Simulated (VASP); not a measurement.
# SnPb3O4 (P1) in VASP: single point with PBE

Aim: the single point of SnPb3O4 with PBE.

Program: VASP 6.6.1. These are calculated values, not measurements. Logs are shortened: lines on timing, memory, paths and dates and some standing lists are left out, and cuts for length are marked.

## Step 1: The cell of the first run

The typed cell holds 8 atoms: a = 5.665 Å, b = 5.657 Å, c = 6.773 Å, α = 114.80°, β = 114.68°, γ = 90.36°.

## Step 2: Single point, PBE

File INCAR:

```
SYSTEM = SnPb3O4
ALGO = Normal
EDIFF = 1E-6
ENCUT = 520
GGA = PE
ISIF = 2
ISMEAR = 0
LASPH = .TRUE.
LCHARG = .FALSE.
LREAL = .FALSE.
LWAVE = .FALSE.
NBANDS = 50
NELM = 80
PREC = Accurate
SIGMA = 0.1
```

File KPOINTS:

```
k-points
0
G
  4 4 4
  0 0 0
```

File POSCAR:

```
SnPb3O4
1.0
    5.6645503429     -0.0174113359     -0.0070019750
   -0.0178868618      5.6569439287     -0.0158026997
   -2.8300681121     -2.8346472301      5.4616364585
Sn Pb O
1 3 4
Direct
    0.8506551274      0.8510683942      0.7001582405
    0.1384432263      0.6377590223      0.2775339854
    0.6380953366      0.1376621779      0.2774997062
    0.3624826837      0.3632907813      0.7243681353
    0.9960511036      0.9960796427      0.5038817439
    0.5076619460      0.5075817319      0.5036164567
    0.5084987645      0.9985836587      0.5069177329
    0.9981118119      0.5079745910      0.5060239993
```

Potentials or basis: VASP PAW PBE potentials, release 64 (Sn_d, Pb_d, O).

The run is started by

```bash
$ cat potpaw_PBE.64/Sn_d/POTCAR potpaw_PBE.64/Pb_d/POTCAR potpaw_PBE.64/O/POTCAR > POTCAR
$ mpirun -np 1 vasp_std > vasp.out
```

OUTCAR:

```text
SYSTEM = SnPb3O4
   EDIFF = 1E-6
   ENCUT = 520
   GGA = PE
   ISIF = 2
   ISMEAR = 0
   LASPH = .TRUE.
   LREAL = .FALSE.
   NELM = 80
   PREC = Accurate

 ion  position               nearest neighbor table
   1  0.851  0.851  0.700-   5 2.22   6 2.22   7 2.23   8 2.23   3 3.65   3 3.65   2 3.65   2 3.65

   2  0.138  0.638  0.278-   8 2.35   7 2.35   6 2.36   5 2.36   1 3.65   1 3.65   4 3.73   4 3.73
                             3 3.99   3 3.99   3 4.01   3 4.02   4 4.13
   3  0.638  0.138  0.277-   8 2.35   7 2.35   6 2.36   5 2.36   1 3.65   1 3.65   4 3.73   4 3.74
                             2 3.99   2 3.99   2 4.01   2 4.02   4 4.11
   4  0.362  0.363  0.724-   7 2.37   8 2.37   5 2.37   6 2.37   2 3.73   2 3.73   3 3.73   3 3.74
                             3 4.11   2 4.13
   5  0.996  0.996  0.504-   1 2.22   2 2.36   3 2.36   4 2.37
   6  0.508  0.508  0.504-   1 2.22   3 2.36   2 2.36   4 2.37
   7  0.508  0.999  0.507-   1 2.23   2 2.35   3 2.35   4 2.37
   8  0.998  0.508  0.506-   1 2.23   3 2.35   2 2.35   4 2.37

  LATTYP: Found a triclinic cell.
 ALAT       =     6.7765452060
 B/A-ratio  =     0.9994817901
 C/A-ratio  =     1.1850392168
 COS(alpha) =     0.0009409238
 COS(beta)  =     0.5942492792
 COS(gamma) =     0.6504462865

  Lattice vectors:

 A1 = (   2.8344822308,  -2.8520585660,   5.4546344835)
 A2 = (  -2.8300681121,  -2.8346472301,   5.4616364585)
 A3 = (   5.6824372047,  -5.6743552646,   0.0088007247)

Analysis of symmetry for initial positions (statically):
=====================================================================
 Subroutine PRICEL returns:
 Original cell was already a primitive cell.

 Routine SETGRP: Setting up the symmetry group for a
 triclinic supercell.

 Subroutine GETGRP returns: Found  1 space group operations
 (whereof  1 operations were pure point group operations)
 out of a pool of  2 trial point group operations.

The static configuration has the point symmetry C_1 .

Analysis of symmetry for dynamics (positions and initial velocities):
=====================================================================
 Subroutine PRICEL returns:
 Original cell was already a primitive cell.

 Routine SETGRP: Setting up the symmetry group for a
 triclinic supercell.

 Subroutine GETGRP returns: Found  1 space group operations
 (whereof  1 operations were pure point group operations)
 out of a pool of  2 trial point group operations.

The dynamic configuration has the point symmetry C_1 .

 Subroutine INISYM returns: Found  1 space group operations
 (whereof  1 operations are pure point group operations),
 and found     1 'primitive' translations

----------------------------------------------------------------------------------------

                                     Primitive cell

  volume of cell :     174.6442

  direct lattice vectors                    reciprocal lattice vectors
     5.664550343 -0.017411336 -0.007001975     0.176652697  0.000815453  0.091959744
    -0.017886862  5.656943929 -0.015802700     0.000658152  0.177033600  0.092223352
    -2.830068112 -2.834647230  5.461636459     0.000228378  0.000513274  0.183480040

  length of vectors
     5.664581429  5.656994279  6.773033533     0.199156810  0.199615820  0.183480900

  position of ions in fractional coordinates (direct lattice)
     0.850655127  0.851068394  0.700158241
     0.138443226  0.637759022  0.277533985
     0.638095337  0.137662178  0.277499706
     0.362482684  0.363290781  0.724368135
     0.996051104  0.996079643  0.503881744
     0.507661946  0.507581732  0.503616457
     0.508498764  0.998583659  0.506917733
     0.998111812  0.507974591  0.506023999

  ion indices of the primitive-cell ions
   primitive index   ion index
                 1           1
                 2           2
                 3           3
                 4           4
                 5           5
                 6           6
                 7           7
                 8           8

----------------------------------------------------------------------------------------

 KPOINTS: k-points

Automatic generation of k-mesh.
 Grid dimensions read from file:
 generate k-points for:    4    4    4

 Generating k-lattice:

  Cartesian coordinates                     Fractional coordinates (reciprocal lattice)
     0.044163174  0.000203863  0.022989936     0.250000000 -0.000000000  0.000000000
     0.000164538  0.044258400  0.023055838    -0.000000000  0.250000000  0.000000000
     0.000057095  0.000128319  0.045870010    -0.000000000  0.000000000  0.250000000

  Length of vectors
     0.049789202  0.049903955  0.045870225

  Shift w.r.t. Gamma in fractional coordinates (k-lattice)
     0.000000000  0.000000000  0.000000000

 Subroutine IBZKPT returns following result:
 ===========================================

 Found     36 irreducible k-points:

 Following reciprocal coordinates:
            Coordinates               Weight
  0.000000  0.000000  0.000000      1.000000
  0.250000 -0.000000  0.000000      2.000000
  0.500000 -0.000000  0.000000      1.000000
  0.000000  0.250000  0.000000      2.000000
  0.250000  0.250000  0.000000      2.000000
  0.500000  0.250000  0.000000      2.000000
[... 16 lines left out ...]
 -0.000000 -0.250000  0.250000      2.000000
  0.250000 -0.250000  0.250000      2.000000
 [... further k-points ...]
   k-points           NKPTS =     36   k-points in BZ     NKDIM =     36   number of bands    NBANDS=     50
   number of dos      NEDOS =    301   number of ions     NIONS =      8
   total plane-waves  NPLWV =  88200
   dimension x,y,z NGX =    42 NGY =   42 NGZ =   50
   dimension x,y,z NGXF=    84 NGYF=   84 NGZF=  100
   ions per type =               1   3   4
   NGX,Y,Z   is equivalent  to a cutoff of  12.33, 12.34, 12.27 a.u.
   NGXF,Y,Z  is equivalent  to a cutoff of  24.65, 24.69, 24.55 a.u.
 SYSTEM =  SnPb3O4
   PREC   = accura    normal or accurate (medium, high low for compatibility)
   ISTART =      0    job   : 0-new  1-cont  2-samecut
   ICHARG =      2    charge: 1-file 2-atom 10-const
   ISPIN  =      1    spin polarized calculation?
   LNONCOLLINEAR =      F non collinear calculations
   LSORBIT =      F    spin-orbit coupling
   LASPH  =      T    aspherical Exc in radial PAW
   ENCUT  =  520.0 eV  38.22 Ry    6.18 a.u.  10.53 10.52 12.59*2*pi/ulx,y,z
   NELM   =     80;   NELMIN=  2; NELMDL= -5     # of ELM steps
   EDIFF  = 0.1E-05   stopping-criterion for ELM
   LREAL  =      F    real-space projection
   EDIFFG = 0.1E-04   stopping-criterion for IOM
   NSW    =      0    number of steps for IOM
   IBRION =     -1    ionic relax: 0-MD 1-quasi-New 2-CG
   NFREE  =      0    steps in history (QN), initial steepest desc. (CG)
   ISIF   =      2    stress and relaxation
   ISYM   =      2    0-nonsym 1-usesym 2-fastsym
   POTIM  = 0.5000    time-step for ionic-motion
   TEBEG  =    0.0;   TEEND  =   0.0 temperature during run
   PSTRESS=    0.0 pullay stress
   NELECT =      80.0000    total number of electrons
   NUPDOWN=      -1.0000    fix difference up-down
   EMIN   =  10.00;   EMAX   =-10.00  energy-range for DOS
   EFERMI =   0.00;   METHOD = LEGACY
   ISMEAR =     0;   SIGMA  =   0.10  broadening in eV -4-tet -1-fermi 0-gaus
   EFERMI_NEDOS =   21; number of points for ismear=-14 and -15
   IALGO  =     38    algorithm
   IMIX   =      4    mixing-type and parameters
     AMIX     =   0.40;   BMIX     =  1.00
     AMIX_MAG =   1.60;   BMIX_MAG =  1.00
  volume/ion in A,a.u.               =      21.83       147.32
  Fermi-wavevector in a.u.,A,eV,Ry     =   1.261983  2.384802 21.668643  1.592600
  Thomas-Fermi vector in A             =   2.395414
   LORBIT       =      0    0 simple, 1 ext, 2 COOP (PROOUT), +10 PAW based schemes
   GGA     = PE    functional components
   LHFCALC =     F    Hartree Fock is set to
   AEXX    =    0.0000 exact exchange contribution
   IVDW    =     0    specifies the selected vdW correction
   LEPSILON=     F    determine dielectric tensor
   LRPA    =     F    only Hartree local field effects (RPA)
 non-spin polarized calculation
 Gauss-broadening in eV      SIGMA  =   0.10
  energy-cutoff  :      520.00
  volume of cell :      174.64
 maximum number of plane-waves:      4759
   NGX = 21   NGY = 21   NGZ = 25

 number of electron      79.9999991 magnetization

 Free energy of the ion-electron system (eV)
  ---------------------------------------------------
  ext. energy  EPLUGINS =         0.00000000
  ---------------------------------------------------
  free energy    TOTEN  =       -43.71156445 eV

  energy without entropy =      -43.71156445  energy(sigma->0) =      -43.71156445

 E-fermi :   4.9025     XC(G=0):  -9.2288

 val. band max:        4.4514373168   @ k =   0.0000   0.0000   0.0000
 cond. band min:       5.8063896733   @ k =  -0.0000  -0.0000   0.5000
 fundamental gap:      1.3549523564
 Fermi energy:         4.9024975971

 k-point     1 :       0.0000    0.0000    0.0000
  band No.  band energies     occupation
      1     -16.2048      2.00000
      2     -16.1477      2.00000
      3     -16.1401      2.00000
      4     -16.0542      2.00000
      5     -16.0340      2.00000
      6     -14.0263      2.00000
[... 42 lines left out ...]
     49       9.9929      0.00000
     50      10.0406      0.00000

 k-point     2 :       0.2500   -0.0000    0.0000
  band No.  band energies     occupation
      1     -16.2063      2.00000
      2     -16.1490      2.00000
      3     -16.1404      2.00000
      4     -16.0540      2.00000
      5     -16.0333      2.00000
      6     -13.9618      2.00000
[... 42 lines left out ...]
     49       9.9562      0.00000
     50      10.2995      0.00000

 k-point     3 :       0.5000   -0.0000    0.0000
  band No.  band energies     occupation
      1     -16.2077      2.00000
      2     -16.1510      2.00000
      3     -16.1400      2.00000
      4     -16.0538      2.00000
      5     -16.0327      2.00000
      6     -13.8822      2.00000
[... 1102 lines left out ...]
     49       9.9574      0.00000
     50      10.3095      0.00000

 k-point    24 :       0.2500   -0.2500    0.2500
  band No.  band energies     occupation
      1     -16.2090      2.00000
      2     -16.1487      2.00000
      3     -16.1416      2.00000
      4     -16.0538      2.00000
      5     -16.0329      2.00000
      6     -13.9060      2.00000
[... 42 lines left out ...]
     49      10.2348      0.00000
     50      10.8985      0.00000

 [... further k-points ...]
[... 5 lines left out ...]
  --------------------------------------------------------------------------------------
  -------------------------------------------------------------------------------------
  Total       -0.0257267      0.1328634      0.0448957     -0.0063367      0.0517674      0.0238216
  in kB       -0.2360150      1.2188818      0.4118705     -0.0581324      0.4749114      0.2185381
  external PRESSURE =       0.4649124 kB  Pullay stress =       0.0000000 kB

 VOLUME and BASIS-vectors are now :
 -----------------------------------------------------------------------------
  energy-cutoff  :      520.00
  volume of cell :      174.64
      direct lattice vectors                 reciprocal lattice vectors
     5.664550343 -0.017411336 -0.007001975     0.176652697  0.000815453  0.091959744
    -0.017886862  5.656943929 -0.015802700     0.000658152  0.177033600  0.092223352
    -2.830068112 -2.834647230  5.461636459     0.000228378  0.000513274  0.183480040

 POSITION                                       TOTAL-FORCE (eV/Angst)
 -----------------------------------------------------------------------------------
      2.82186      2.81493      3.80460        -0.001465     -0.004423      0.063131
     -0.01263      2.81865      1.50474        -0.001463     -0.002829     -0.038869
      2.82672     -0.01898      1.50896         0.000272     -0.003295     -0.038274
     -0.00321     -0.00452      3.94796         0.002535      0.003848      0.033396
      4.19835      4.18910      2.72930         0.004951      0.007918     -0.004158
      1.44133      1.43495      2.73899        -0.009003     -0.004881     -0.000518
      1.42794      4.20315      2.74926         0.001942      0.001394     -0.010954
      4.21269      1.42181      2.74870         0.002233      0.002267     -0.003754
 -----------------------------------------------------------------------------------
    total drift:                                0.000258      0.000331      0.001153

  FREE ENERGIE OF THE ION-ELECTRON SYSTEM (eV)
  ---------------------------------------------------
  free  energy   TOTEN  =       -43.7115644493 eV

  energy  without entropy=      -43.7115644493  energy(sigma->0) =      -43.71156445
```

Wall time 9.8 min (1 thread of Intel Xeon 8259CL, shared host); peak memory 0.46 GiB.

What came out:

```yaml
Free_energy: -43.7116 eV
Pressure: 0.0 GPa
Largest_force: 0.063 eV/Å
Band_gap_on_the_k_mesh: 1.35 eV (least direct gap 1.78 eV)
```

Forces in eV/Å, atoms in the order of the input:
```
Sn  -0.001 -0.004  0.063
Pb  -0.001 -0.003 -0.039
Pb   0.000 -0.003 -0.038
Pb   0.003  0.004  0.033
O    0.005  0.008 -0.004
O   -0.009 -0.005 -0.001
O    0.002  0.001 -0.011
O    0.002  0.002 -0.004
```

Stress tensor (GPa, compression positive):
```
-0.02 -0.01  0.02
-0.01  0.12  0.05
 0.02  0.05  0.04
```

Levels at points of the mesh, in eV from the valence-band top:
| k point | band 38 | band 39 | band 40 | band 41 | band 42 | band 43 |
| --- | --- | --- | --- | --- | --- | --- |
| (0.00, 0.00, 0.00) | -1.38 | -1.22 | 0.00 | 1.78 | 3.28 | 3.30 |
| (0.50, 0.00, 0.00) | -1.51 | -1.16 | -0.49 | 2.55 | 2.85 | 3.26 |
| (0.00, 0.50, 0.00) | -1.52 | -1.16 | -0.49 | 2.55 | 2.84 | 3.26 |
| (0.50, 0.50, 0.00) | -1.68 | -1.38 | -0.82 | 2.47 | 2.67 | 2.96 |
| (0.00, 0.00, 0.50) | -1.38 | -1.22 | -0.93 | 1.36 | 1.36 | 1.72 |
| (0.50, 0.00, 0.50) | -1.51 | -1.15 | -0.48 | 2.55 | 2.84 | 3.26 |
| (0.00, 0.50, 0.50) | -1.52 | -1.14 | -0.48 | 2.53 | 2.83 | 3.27 |
| (0.50, 0.50, 0.50) | -1.67 | -1.38 | -0.82 | 2.46 | 2.66 | 2.91 |

Caveat: spin-orbit coupling is left out, which moves the levels of the heavy elements.
